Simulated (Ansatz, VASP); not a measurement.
**AlP in VASP and in Ansatz**

The input INCAR:

```
PREC = Accurate
ENCUT = 500
EDIFF = 1E-6
ISMEAR = 0
SIGMA = 0.01
LREAL = False
LASPH = True
NELM = 120
ALGO = Normal
ISIF = 2
LWAVE = False
LCHARG = False
GGA = PE
NBANDS = 11
GGA_COMPAT = False
```

KPOINTS

```
regular mesh
0
Gamma
  6 6 6
```

File POSCAR:

```
AlP
1.0
    0.0000000000      2.7534005785      2.7534005785
    2.7534005785      0.0000000000      2.7534005785
    2.7534005785      2.7534005785      0.0000000000
Al P
1 1
Direct
    0.0000000000      0.0000000000      0.0000000000
    0.2500000000      0.2500000000      0.2500000000
```

Input for Ansatz:

```yaml
crystal:
  lattice:
    - [0.0, 2.7534005785, 2.7534005785]
    - [2.7534005785, 0.0, 2.7534005785]
    - [2.7534005785, 2.7534005785, 0.0]
  atoms:
    - { symbol: Al, position: [0.0, 0.0, 0.0] }
    - { symbol: P, position: [0.25, 0.25, 0.25] }
kpoints:
  mp_grid: { grid: [6, 6, 6] }
hamiltonian:
  xc: pbe
scf:
  occupations: { method: fixed }
  n_extra_bands: 4
output:
  forces: true
  stress: true
  eigenvalues: true
```

Alike in both runs: task single point; functional PBE; k mesh 6 × 6 × 6; no spin polarisation.

|  | VASP | Ansatz |
| --- | --- | --- |
| version | VASP 6.6.1 | Ansatz 0.2.0 |
| potentials or method | VASP PAW PBE potentials, release 64 (Al, P) | plane waves, PAW |
| plane-wave cutoff (eV) | 500 | 420 |
| occupations | gaussian, width 0.01 eV | fixed |
| valence electrons in the cell | 8 | 8 |

|  | VASP | Ansatz | Ansatz less VASP |
| --- | --- | --- | --- |
| gap on the k mesh at the Fermi level (eV) | 1.63 | 1.63 | +0.002 |
| pressure (GPa) | 0.0 | 0.1 | +0.09 |
